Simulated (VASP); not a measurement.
# PbS in VASP: notebook

The runs below take PbS through single point, with PBE.

Everything below comes from runs of VASP 6.6.1. Logs are shortened: lines on timing, memory, paths and dates and some standing lists are left out, and cuts for length are marked.

### Step 1. The cell of the first run

The cell holds a sheet with vacuum, 4 atoms: a = 4.446 Å, b = 4.446 Å, c = 18.000 Å, α = 90.00°, β = 90.00°, γ = 90.00°.

### Step 2. Single point, PBE

INCAR reads:

```
SYSTEM = PbS
ALGO = Normal
DIPOL = 0.5 0.5 0.500
EDIFF = 1E-6
ENCUT = 520
GGA = PE
IDIPOL = 3
ISIF = 2
ISMEAR = 0
LASPH = .TRUE.
LCHARG = .TRUE.
LDIPOL = .TRUE.
LELF = .TRUE.
LREAL = .FALSE.
LVACPOTAV = .TRUE.
LVHAR = .TRUE.
LWAVE = .FALSE.
NBANDS = 28
NELM = 100
PREC = Accurate
SIGMA = 0.1
```

KPOINTS reads:

```
k-points
0
G
  4 4 1
  0 0 0
```

POSCAR reads:

```
PbS
1.0
    4.4462560000      0.0000000000      0.0000000000
    0.0000000000      4.4462560000      0.0000000000
    0.0000000000      0.0000000000     18.0000000000
Pb S
2 2
Direct
    0.0000000000      0.5000000000      0.4536128400
    0.5000000000      0.0000000000      0.5463871600
    0.0000000000      0.5000000000      0.5987972700
    0.5000000000      0.0000000000      0.4012027300
```

Potentials or basis: VASP PAW PBE potentials, release 64 (Pb_d, S).

Run with:

```bash
$ cat potpaw_PBE.64/Pb_d/POTCAR potpaw_PBE.64/S/POTCAR > POTCAR
$ mpirun -np 1 vasp_std > vasp.out
```

OUTCAR:

```text
SYSTEM = PbS
   EDIFF = 1E-6
   ENCUT = 520
   GGA = PE
   ISIF = 2
   ISMEAR = 0
   LASPH = .TRUE.
   LREAL = .FALSE.
   NELM = 100
   PREC = Accurate

 ion  position               nearest neighbor table
   1  0.000  0.500  0.454-   3 2.61   4 3.28   4 3.28   4 3.28   4 3.28   2 3.56   2 3.56   2 3.56
                             2 3.56
   2  0.500  0.000  0.546-   4 2.61   3 3.28   3 3.28   3 3.28   3 3.28   1 3.56   1 3.56   1 3.56
                             1 3.56
   3  0.000  0.500  0.599-   1 2.61   2 3.28   2 3.28   2 3.28   2 3.28
   4  0.500  0.000  0.401-   2 2.61   1 3.28   1 3.28   1 3.28   1 3.28

  LATTYP: Found a simple tetragonal cell.
 ALAT       =     4.4462560000
 C/A-ratio  =     4.0483498926

  Lattice vectors:

 A1 = (   4.4462560000,   0.0000000000,   0.0000000000)
 A2 = (   0.0000000000,   4.4462560000,   0.0000000000)
 A3 = (   0.0000000000,   0.0000000000,  18.0000000000)

Analysis of symmetry for initial positions (statically):
=====================================================================
 Subroutine PRICEL returns:
 Original cell was already a primitive cell.

 Routine SETGRP: Setting up the symmetry group for a
 simple tetragonal supercell.

 Subroutine GETGRP returns: Found 16 space group operations
 (whereof  8 operations were pure point group operations)
 out of a pool of 16 trial point group operations.

The static configuration has the point symmetry D_2d.
 The point group associated with its full space group is D_4h.

Analysis of symmetry for dynamics (positions and initial velocities):
=====================================================================
 Subroutine PRICEL returns:
 Original cell was already a primitive cell.

 Routine SETGRP: Setting up the symmetry group for a
 simple tetragonal supercell.

 Subroutine GETGRP returns: Found 16 space group operations
 (whereof  8 operations were pure point group operations)
 out of a pool of 16 trial point group operations.

The dynamic configuration has the point symmetry D_2d.
 The point group associated with its full space group is D_4h.

 Subroutine INISYM returns: Found 16 space group operations
 (whereof  8 operations are pure point group operations),
 and found     1 'primitive' translations

----------------------------------------------------------------------------------------

                                     Primitive cell

  volume of cell :     355.8455

  direct lattice vectors                    reciprocal lattice vectors
     4.446256000  0.000000000  0.000000000     0.224908327  0.000000000  0.000000000
     0.000000000  4.446256000  0.000000000     0.000000000  0.224908327  0.000000000
     0.000000000  0.000000000 18.000000000     0.000000000  0.000000000  0.055555556

  length of vectors
     4.446256000  4.446256000 18.000000000     0.224908327  0.224908327  0.055555556

  position of ions in fractional coordinates (direct lattice)
     0.000000000  0.500000000  0.453612840
     0.500000000  0.000000000  0.546387160
     0.000000000  0.500000000  0.598797270
     0.500000000  0.000000000  0.401202730

  ion indices of the primitive-cell ions
   primitive index   ion index
                 1           1
                 2           2
                 3           3
                 4           4

----------------------------------------------------------------------------------------

 KPOINTS: k-points

Automatic generation of k-mesh.
 Grid dimensions read from file:
 generate k-points for:    4    4    1

 Generating k-lattice:

  Cartesian coordinates                     Fractional coordinates (reciprocal lattice)
     0.056227082  0.000000000  0.000000000     0.250000000  0.000000000  0.000000000
     0.000000000  0.056227082  0.000000000     0.000000000  0.250000000  0.000000000
     0.000000000  0.000000000  0.055555556     0.000000000  0.000000000  1.000000000

  Length of vectors
     0.056227082  0.056227082  0.055555556

  Shift w.r.t. Gamma in fractional coordinates (k-lattice)
     0.000000000  0.000000000  0.000000000

 Subroutine IBZKPT returns following result:
 ===========================================

 Found      6 irreducible k-points:

 Following reciprocal coordinates:
            Coordinates               Weight
  0.000000  0.000000  0.000000      1.000000
  0.250000  0.000000  0.000000      4.000000
  0.500000  0.000000  0.000000      2.000000
  0.250000  0.250000  0.000000      4.000000
  0.500000  0.250000  0.000000      4.000000
  0.500000  0.500000  0.000000      1.000000
   k-points           NKPTS =      6   k-points in BZ     NKDIM =      6   number of bands    NBANDS=     28
   number of dos      NEDOS =    301   number of ions     NIONS =      4
   total plane-waves  NPLWV = 181440
   dimension x,y,z NGX =    36 NGY =   36 NGZ =  140
   dimension x,y,z NGXF=    72 NGYF=   72 NGZF=  280
   ions per type =               2   2
   NGX,Y,Z   is equivalent  to a cutoff of  13.46, 13.46, 12.93 a.u.
   NGXF,Y,Z  is equivalent  to a cutoff of  26.92, 26.92, 25.86 a.u.
 SYSTEM =  PbS
   PREC   = accura    normal or accurate (medium, high low for compatibility)
   ISTART =      0    job   : 0-new  1-cont  2-samecut
   ICHARG =      2    charge: 1-file 2-atom 10-const
   ISPIN  =      1    spin polarized calculation?
   LNONCOLLINEAR =      F non collinear calculations
   LSORBIT =      F    spin-orbit coupling
   LASPH  =      T    aspherical Exc in radial PAW
   ENCUT  =  520.0 eV  38.22 Ry    6.18 a.u.   8.27  8.27 33.47*2*pi/ulx,y,z
   NELM   =    100;   NELMIN=  2; NELMDL= -5     # of ELM steps
   EDIFF  = 0.1E-05   stopping-criterion for ELM
   LREAL  =      F    real-space projection
   EDIFFG = 0.1E-04   stopping-criterion for IOM
   NSW    =      0    number of steps for IOM
   IBRION =     -1    ionic relax: 0-MD 1-quasi-New 2-CG
   NFREE  =      0    steps in history (QN), initial steepest desc. (CG)
   ISIF   =      2    stress and relaxation
   ISYM   =      2    0-nonsym 1-usesym 2-fastsym
   POTIM  = 0.5000    time-step for ionic-motion
   TEBEG  =    0.0;   TEEND  =   0.0 temperature during run
   PSTRESS=    0.0 pullay stress
   NELECT =      40.0000    total number of electrons
   NUPDOWN=      -1.0000    fix difference up-down
   EMIN   =  10.00;   EMAX   =-10.00  energy-range for DOS
   EFERMI =   0.00;   METHOD = LEGACY
   ISMEAR =     0;   SIGMA  =   0.10  broadening in eV -4-tet -1-fermi 0-gaus
   EFERMI_NEDOS =   21; number of points for ismear=-14 and -15
   IALGO  =     38    algorithm
   IMIX   =      4    mixing-type and parameters
     AMIX     =   0.40;   BMIX     =  1.00
     AMIX_MAG =   1.60;   BMIX_MAG =  1.00
  volume/ion in A,a.u.               =      88.96       600.34
  Fermi-wavevector in a.u.,A,eV,Ry     =   0.790086  1.493046  8.493244  0.624236
  Thomas-Fermi vector in A             =   1.895357
   LORBIT       =      0    0 simple, 1 ext, 2 COOP (PROOUT), +10 PAW based schemes
   GGA     = PE    functional components
   LHFCALC =     F    Hartree Fock is set to
   AEXX    =    0.0000 exact exchange contribution
   IVDW    =     0    specifies the selected vdW correction
   LEPSILON=     F    determine dielectric tensor
   LRPA    =     F    only Hartree local field effects (RPA)
 non-spin polarized calculation
 Gauss-broadening in eV      SIGMA  =   0.10
  energy-cutoff  :      520.00
  volume of cell :      355.85
 maximum number of plane-waves:      9639
 NGX is ok and might be reduce to    36
   NGX = 17   NGY = 17   NGZ = 67

 dipolmoment           0.000000      0.000000      0.000000 electrons x Angstroem

 number of electron      39.9999992 magnetization

 dipolmoment           0.000000      0.000000     -0.000000 electrons x Angstroem

 Free energy of the ion-electron system (eV)
  ---------------------------------------------------
  ext. energy  EPLUGINS =         0.00000000
  ---------------------------------------------------
  free energy    TOTEN  =       -15.98240246 eV

  energy without entropy =      -15.98240246  energy(sigma->0) =      -15.98240246

 E-fermi :  -2.2625     XC(G=0):  -3.5903

 val. band max:       -2.7692000279   @ k =   0.5000   0.0000   0.0000
 cond. band min:      -1.2591649896   @ k =   0.5000   0.0000   0.0000
 fundamental gap:      1.5100350382
 Fermi energy:        -2.2624936217

 k-point     1 :       0.0000    0.0000    0.0000
  band No.  band energies     occupation
      1     -19.0822      2.00000
      2     -19.0736      2.00000
      3     -19.0289      2.00000
      4     -18.9603      2.00000
      5     -18.9385      2.00000
      6     -18.9385      2.00000
[... 20 lines left out ...]
     27       2.7219      0.00000
     28       2.7964      0.00000

 k-point     2 :       0.2500    0.0000    0.0000
  band No.  band energies     occupation
      1     -19.0808      2.00000
      2     -19.0541      2.00000
      3     -19.0153      2.00000
      4     -18.9942      2.00000
      5     -18.9737      2.00000
      6     -18.9266      2.00000
[... 20 lines left out ...]
     27       3.2047      0.00000
     28       3.8498      0.00000

 k-point     3 :       0.5000    0.0000    0.0000
  band No.  band energies     occupation
      1     -19.0552      2.00000
      2     -19.0552      2.00000
      3     -19.0176      2.00000
      4     -19.0176      2.00000
      5     -18.9684      2.00000
      6     -18.9684      2.00000
[... 20 lines left out ...]
     27       4.3677      0.00000
     28       4.3677      0.00000

 k-point     4 :       0.2500    0.2500    0.0000
  band No.  band energies     occupation
      1     -19.0821      2.00000
      2     -19.0313      2.00000
      3     -19.0026      2.00000
      4     -18.9976      2.00000
      5     -18.9724      2.00000
      6     -18.9430      2.00000
[... 20 lines left out ...]
     27       3.5841      0.00000
     28       4.3753      0.00000

 k-point     5 :       0.5000    0.2500    0.0000
  band No.  band energies     occupation
      1     -19.0556      2.00000
      2     -19.0556      2.00000
      3     -18.9955      2.00000
      4     -18.9955      2.00000
      5     -18.9546      2.00000
      6     -18.9546      2.00000
[... 20 lines left out ...]
     27       4.6885      0.00000
     28       4.6885      0.00000

 k-point     6 :       0.5000    0.5000    0.0000
  band No.  band energies     occupation
      1     -19.0465      2.00000
      2     -19.0465      2.00000
      3     -18.9788      2.00000
      4     -18.9788      2.00000
      5     -18.9566      2.00000
      6     -18.9566      2.00000
[... 20 lines left out ...]
     27       5.3954      0.00000
     28       5.3966      0.00000

------------------------ aborting loop because EDIFF is reached ----------------------------------------

  FORCE on cell =-STRESS in cart. coord.  units (eV):
  Direction    XX          YY          ZZ          XY          YZ          ZX
  --------------------------------------------------------------------------------------
  -------------------------------------------------------------------------------------
  Total       -1.3682305     -1.3682305      0.1577361      0.0000000      0.0000000      0.0000000
  in kB       -6.1603928     -6.1603928      0.7101994      0.0000000      0.0000000      0.0000000
  external PRESSURE =      -3.8701954 kB  Pullay stress =       0.0000000 kB

 VOLUME and BASIS-vectors are now :
 -----------------------------------------------------------------------------
  energy-cutoff  :      520.00
  volume of cell :      355.85
      direct lattice vectors                 reciprocal lattice vectors
     4.446256000  0.000000000  0.000000000     0.224908327  0.000000000  0.000000000
     0.000000000  4.446256000  0.000000000     0.000000000  0.224908327  0.000000000
     0.000000000  0.000000000 18.000000000     0.000000000  0.000000000  0.055555556

 POSITION                                       TOTAL-FORCE (eV/Angst)
 -----------------------------------------------------------------------------------
      0.00000      2.22313      8.16503        -0.000000     -0.000000     -1.611005
      2.22313      0.00000      9.83497         0.000000      0.000000      1.611005
      0.00000      2.22313     10.77835         0.000000     -0.000000     -0.699050
      2.22313      0.00000      7.22165         0.000000      0.000000      0.699050
 -----------------------------------------------------------------------------------
    total drift:                                0.000000      0.000000     -0.000000

  FREE ENERGIE OF THE ION-ELECTRON SYSTEM (eV)
  ---------------------------------------------------
  free  energy   TOTEN  =       -15.9824024619 eV

  energy  without entropy=      -15.9824024619  energy(sigma->0) =      -15.98240246

 vacuum level on the upper side and lower side of the slab         3.219         3.219
```

Run time: 72 s. Hardware: 1 thread of Intel Xeon 6975P-C (Granite Rapids), shared host; peak memory 0.43 GiB.

Results:

| Quantity | Value |
| --- | --- |
| Free energy | -15.9824 eV |
| Largest force | 1.611 eV/Å |
| Band gap on the k mesh | 1.51 eV, direct |

Forces in eV/Å, atoms in the order of the input:
```
Pb   0.000  0.000 -1.611
Pb   0.000  0.000  1.611
S    0.000  0.000 -0.699
S    0.000  0.000  0.699
```

Levels at points of the mesh, in eV from the valence-band top:
| k point | band 17 | band 18 | band 19 | band 20 | band 21 | band 22 | band 23 | band 24 |
| --- | --- | --- | --- | --- | --- | --- | --- | --- |
| (0.00, 0.00, 0.00) | -1.30 | -1.21 | -0.77 | -0.77 | 3.38 | 3.38 | 3.84 | 4.15 |
| (0.50, 0.00, 0.00) | -0.77 | -0.77 | 0.00 | 0.00 | 1.51 | 1.51 | 2.76 | 2.76 |
| (0.50, 0.50, 0.00) | -1.66 | -1.66 | -1.14 | -1.14 | 2.39 | 2.39 | 4.44 | 4.44 |

Caveat: spin-orbit coupling is left out, which moves the levels of the heavy elements.

(Continued in part 2 of 2.)
